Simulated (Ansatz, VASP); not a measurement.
## One calculation of SbPt, two programs

INCAR

```
SYSTEM = SbPt
PREC = Accurate
ENCUT = 430
EDIFF = 1E-8
ISMEAR = -1
SIGMA = 0.08
LREAL = .FALSE.
LASPH = .TRUE.
NELM = 120
ALGO = Normal
ISIF = 2
LWAVE = .FALSE.
LCHARG = .FALSE.
GGA = CA
LEFG = .TRUE.
NBANDS = 41
GGA_COMPAT = .FALSE.
```

Contents of KPOINTS:

```
Automatic mesh
0
G
  11 11 8
  0 0 0
```

File POSCAR:

```
SbPt
1.0
    4.1299978706      0.0000000000      0.0000000000
   -2.0649989353      3.5766830735      0.0000000000
    0.0000000000      0.0000000000      5.4720000000
Sb Pt
2 2
Direct
    0.3333333333      0.6666666667      0.2500000000
    0.6666666667      0.3333333333      0.7500000000
    0.0000000000      0.0000000000      0.0000000000
    0.0000000000      0.0000000000      0.5000000000
```

Input for Ansatz:

```yaml
crystal:
  lattice:
    - [4.1299978706, 0.0, 0.0]
    - [-2.0649989353, 3.5766830735, 0.0]
    - [0.0, 0.0, 5.472]
  atoms:
    - { symbol: Sb, position: [0.3333333333, 0.6666666667, 0.25] }
    - { symbol: Sb, position: [0.6666666667, 0.3333333333, 0.75] }
    - { symbol: Pt, position: [0.0, 0.0, 0.0] }
    - { symbol: Pt, position: [0.0, 0.0, 0.5] }
kpoints:
  mp_grid: { grid: [11, 11, 8] }
  band_path:
    path:
      - [0.0, 0.0, 0.0]
      - [0.5, 0.0, 0.0]
      - [0.3333333333, 0.3333333333, 0.0]
      - [0.0, 0.0, 0.0]
      - [0.0, 0.0, 0.5]
      - [0.5, 0.0, 0.5]
      - [0.3333333333, 0.3333333333, 0.5]
      - [0.0, 0.0, 0.5]
      - [0.5, 0.0, 0.5]
    npoints: 14
scf:
  occupations: { method: fermi_dirac, width: 0.08 }
hamiltonian:
  xc: lda
  pseudopotentials: { kind: paw }
output:
  forces: true
  stress: true
  eigenvalues: true
  efg: { contact_densities: true }
  populations: true
  bader: true
  dos: { projected: true, de: 0.2, e_range: [-14, 8] }
  write_density: true
  write_potential: true
  elf: true
  volumetric_format: npy
```

Alike in both runs: task electric field gradients; functional LDA; k mesh 11 × 11 × 8; occupations fermi-dirac, width 0.08 eV; no spin polarisation.

|  | VASP | Ansatz |
| --- | --- | --- |
| version | VASP 6.6.1 | Ansatz 0.2.0 |
| potentials or method | VASP PAW LDA potentials, release 64 (Sb_d_GW, Pt_sv_GW) | PAW with Ansatz's default frozen-core files, scalar-relativistic |
| plane-wave cutoff (eV) | 430 | 420 |
| valence electrons in the cell | 66 | 66 |

|  | VASP | Ansatz | Ansatz less VASP |
| --- | --- | --- | --- |
| size of Vzz on the site where it differs most (V/Å²) | 107.4 | 55.6 | -51.81 |

LDA's correlation is that of Perdew and Zunger in VASP and of Perdew and Wang (1992) in Ansatz.

Spin-orbit coupling is off throughout.
